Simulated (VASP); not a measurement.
Write the native input for VASP 6.6.1 that does the following.

```
Task                   : relaxation of the atoms
Functional             : PBE
Potentials or basis    : VASP PAW PBE potentials, release 64 (Sn_d, Se)
Cutoff                 : 520 eV
k mesh                 : 13 × 13 × 7
Occupations            : fermi-dirac, width 0.02 eV
Spin                   : no spin polarisation
Dipole correction      : no
Further INCAR settings : ALGO = Normal; EDIFF = 1e-06; IBRION = 2; EDIFFG = -0.02; NSW = 80
```

The structure of SnSe2 lies in POSCAR:

```
SnSe2
1.0
    3.7332026603      0.0000000000      0.0000000000
   -1.8666013302      3.2330483413      0.0000000000
    0.0000000000      0.0000000000      6.0107403631
Sn Se
1 2
Direct
    0.0000000000      0.0000000000      0.0000000000
    0.3333333333      0.6666666667      0.2617028904
    0.6666666667      0.3333333333      0.7382971096
```

One way to write it, as run:

INCAR

```
ALGO = Normal
EDIFF = 1E-6
EDIFFG = -0.02
ENCUT = 520
GGA = PE
IBRION = 2
ISIF = 2
ISMEAR = -1
KPAR = 4
LASPH = True
LCHARG = False
LREAL = False
LWAVE = False
NELM = 60
NSW = 80
PREC = Accurate
SIGMA = 0.02
```

KPOINTS

```
k-points
0
Gamma
  13 13 7
```

Potentials or basis: VASP PAW PBE potentials, release 64 (Sn_d, Se).

Launch:

```sh
$ cat potpaw_PBE.64/Sn_d/POTCAR potpaw_PBE.64/Se/POTCAR > POTCAR
$ mpirun -np 4 vasp_std > vasp.out
```

It gave:

| Quantity | Value |
| --- | --- |
| Energy gained by relaxing | 9.3 meV/atom |
| Ionic steps | 3 |
| Pressure after relaxing | 5.8 GPa |
| Largest force after relaxing | 0.004 eV/Å |
| Band gap on the k mesh | 0.43 eV (least direct gap 1.15 eV) |

Caveat: semilocal functionals underestimate gaps, and a narrow one can read as zero; spin-orbit coupling is left out, which moves the levels of the heavy elements.

Run time: 75 s on 4 MPI ranks on Oxide Virtual Turin-like Processor, with other jobs on the host, peak memory 0.28 GiB a rank.
